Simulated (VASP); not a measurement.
A run of VASP 6.6.1 is set up as follows.

The input INCAR:

```
SYSTEM = Ti
PREC = Accurate ; ENCUT = 520
EDIFF = 1E-6 ; ISMEAR = -1
SIGMA = 0.05 ; LREAL = .False.
LASPH = .True. ; NELM = 100
ALGO = Normal ; ISIF = 2
LWAVE = .False. ; LCHARG = .False.
GGA = RE ; NBANDS = 12
```

KPOINTS

```
Automatic mesh
0
Gamma
  11 11 11
  0 0 0
```

File POSCAR:

```
Ti
1.0
    0.0000000000      2.0300000000      2.0300000000
    2.0300000000      0.0000000000      2.0300000000
    2.0300000000      2.0300000000      0.0000000000
Ti
1
Direct
    0.0000000000      0.0000000000      0.0000000000
```

Potentials or basis: VASP PAW PBE potentials, release 64 (Ti_sv).

The run is started by

```sh
$ cat potpaw_PBE.64/Ti_sv/POTCAR > POTCAR
$ mpirun -np 1 vasp_std > vasp.out
```

Question: Estimate the band gap on the k mesh.

Answer: Zero (band 6 reaches 9.62 eV, above the bottom of band 7 at 8.42 eV).

Question: Predict the pressure.

Answer: 6.3 GPa.

Caveat: the PAW data sets were made with another functional, which shifts forces and pressure a little.
